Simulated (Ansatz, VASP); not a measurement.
**Ge in VASP and in Ansatz**

Contents of INCAR:

```
PREC     = Accurate       # precision mode
ENCUT    = 520            # plane-wave cutoff, eV
EDIFF    = 1E-6           # SCF threshold, eV
ISMEAR   = -1             # smearing method
SIGMA    = 0.02           # smearing width, eV
LREAL    = F              # projectors in reciprocal space
LASPH    = T              # aspherical terms in the spheres
NELM     = 60             # most SCF steps
ALGO     = Normal         # electronic algorithm
ISIF     = 2              # what is computed and relaxed
LWAVE    = F              # write WAVECAR
LCHARG   = T              # write CHGCAR
GGA      = PE             # functional
LELF     = T              # ELF
LVHAR    = T            
NBANDS   = 21             # bands
```

Contents of KPOINTS:

```
Automatic mesh
0
Gamma
  8 8 8
```

File POSCAR:

```
Ge
1.0
   -0.1026928930      2.8476555596      2.8476555596
    2.8476555596     -0.1026928930      2.8476555596
    2.8476555596      2.8476555596     -0.1026928930
Ge
2
Direct
   -0.0023425977     -0.0023425977     -0.0023425977
    0.2523425977      0.2523425977      0.2523425977
```

Input for Ansatz:

```yaml
crystal:
  lattice:
    - [-0.102692893, 2.8476555596, 2.8476555596]
    - [2.8476555596, -0.102692893, 2.8476555596]
    - [2.8476555596, 2.8476555596, -0.102692893]
  atoms:
    - { symbol: Ge, position: [-0.0023425977, -0.0023425977, -0.0023425977] }
    - { symbol: Ge, position: [0.2523425977, 0.2523425977, 0.2523425977] }
kpoints:
  mp_grid: { grid: [8, 8, 8] }
  band_path:
    path:
      - [0.0, 0.0, 0.0]
      - [0.5, 0.0, 0.5]
      - [0.625, 0.25, 0.625]
      - [0.375, 0.375, 0.75]
      - [0.5, 0.5, 0.5]
      - [0.5, 0.25, 0.75]
      - [-0.021566, 0.0, 0.021484]
    npoints: 1
hamiltonian:
  xc: pbe
scf:
  occupations: { method: fermi_dirac, width: 0.02 }
  n_extra_bands: 4
output:
  forces: true
  stress: true
  eigenvalues: true
```

Change from the starting cell: epitaxial_111 strain +4.0%.

Alike in both runs: task single point; functional PBE; k mesh 8 × 8 × 8; occupations fermi-dirac, width 0.02 eV; no spin polarisation.

|  | VASP | Ansatz |
| --- | --- | --- |
| version | VASP 6.6.1 | Ansatz 0.2.0 |
| potentials or method | VASP PAW PBE potentials, release 64 (Ge_d) | plane waves, PAW |
| plane-wave cutoff (eV) | 520 | 420 |
| valence electrons in the cell | 28 | 28 |

|  | VASP | Ansatz | Ansatz less VASP |
| --- | --- | --- | --- |
| pressure (GPa) | -0.9 | -0.9 | +0.01 |
| traceless stress, the component that is largest in VASP (GPa) | 1.74 | 1.74 | +0.002 |
| rms of the force components (eV/Å) | 0.034 | 0.035 | +0.0012 |

Atom by atom the forces differ by 0.001 eV/Å (rms over components). The functional is the same, so the differences come from potentials, cutoffs and numerics.
